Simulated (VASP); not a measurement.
Wanted: the native input for a VASP 6.6.1 run.

```yaml
Task: single point
Functional: r2SCAN
Potentials_or_basis: VASP PAW PBE potentials, release 64 (Zn, Ge_d)
Cutoff: 520 eV
k_mesh: 6 × 6 × 6
Occupations: methfessel-paxton, width 0.1 eV
Spin: no spin polarisation
Dipole_correction: no
Further_INCAR_settings: ALGO = Normal; EDIFF = 1e-06; NBANDS = 35
```

Crystal: ZnGe3.

```
Zn Ge
1.0
     4.22236    0.00000    0.00000
     0.00000    4.22236    0.00000
     0.00000    0.00000    4.22236
Zn Ge
1 3
Direct
  0.00000 0.00000 0.00000
  0.00000 0.50000 0.50000
  0.50000 0.00000 0.50000
  0.50000 0.50000 0.00000
```

One way to write it, as run:

POSCAR

```
ZnGe3
1.0
    4.2223630000      0.0000000000      0.0000000000
    0.0000000000      4.2223630000      0.0000000000
    0.0000000000      0.0000000000      4.2223630000
Zn Ge
1 3
Direct
    0.0000000000      0.0000000000      0.0000000000
    0.0000000000      0.5000000000      0.5000000000
    0.5000000000      0.0000000000      0.5000000000
    0.5000000000      0.5000000000      0.0000000000
```

INCAR.step1

```
PREC = Accurate ; ENCUT = 520
ISMEAR = 1 ; SIGMA = 0.1
LREAL = F ; LASPH = T
NELM = 80 ; NBANDS = 35
GGA = PE ; ALGO = Normal
EDIFF = 1E-4 ; LWAVE = T
LCHARG = F
```

INCAR.step2

```
PREC = Accurate ; ENCUT = 520
EDIFF = 1E-6 ; ISMEAR = 1
SIGMA = 0.1 ; LREAL = F
LASPH = T ; NELM = 80
ALGO = Normal ; ISIF = 2
LWAVE = F ; LCHARG = F
METAGGA = R2SCAN ; LMIXTAU = T
NBANDS = 35 ; ISTART = 1
```

KPOINTS

```
Automatic mesh
0
Gamma
  6 6 6
```

Potentials or basis: VASP PAW PBE potentials, release 64 (Zn, Ge_d).

Command:

```bash
$ cat potpaw_PBE.64/Zn/POTCAR potpaw_PBE.64/Ge_d/POTCAR > POTCAR
$ cp INCAR.step1 INCAR
$ mpirun -np 1 vasp_std > vasp.out
$ cp INCAR.step2 INCAR
$ mpirun -np 1 vasp_std > vasp.out
```

Results of the run:

```
Pressure               : -2.5 GPa
Band gap on the k mesh : zero (band 27 reaches 6.06 eV, above the bottom of band 28 at 2.38 eV)
```

Caveat: the PAW data sets were made with another functional, which shifts forces and pressure a little.

Wall time 4.4 min on 1 thread of AMD EPYC 7R13 (shared host), peak memory 0.18 GiB.
